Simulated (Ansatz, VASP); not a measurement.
# ZnO in VASP and in Ansatz

```
CELL_PARAMETERS angstrom
3.17692 0.00000 0.00000
-1.58846 2.75130 0.00000
0.00000 0.00000 5.64037
ATOMIC_POSITIONS crystal
Zn 0.33333 0.66667 0.00150
Zn 0.66667 0.33333 0.50150
O 0.33333 0.66667 0.38060
O 0.66667 0.33333 0.88060
```

Alike in both runs: task single point; functional PBE; k mesh 12 × 12 × 6; occupations gaussian, width 0.05 eV; no spin polarisation.

```csv
,VASP,Ansatz
version,VASP 6.6.1,Ansatz 0.2.0
potentials or method,"VASP PAW PBE potentials, release 64 (Zn, O), cutoff 520 eV","scalar-relativistic, plane waves, PAW"
valence electrons in the cell,36,36
```

```csv
,VASP,Ansatz,Ansatz less VASP
gap on the k mesh at the Fermi level (eV),0.55,0.57,+0.017
least direct gap on the mesh (eV),0.55,0.57,+0.017
pressure (GPa),2.6,1.7,-0.97
"traceless stress, the component that is largest in VASP (GPa)",-11.92,-11.43,+0.491
rms of the force components (eV/Å),0.297,0.266,-0.0306
```

Atom by atom the forces differ by 0.031 eV/Å (rms over components).
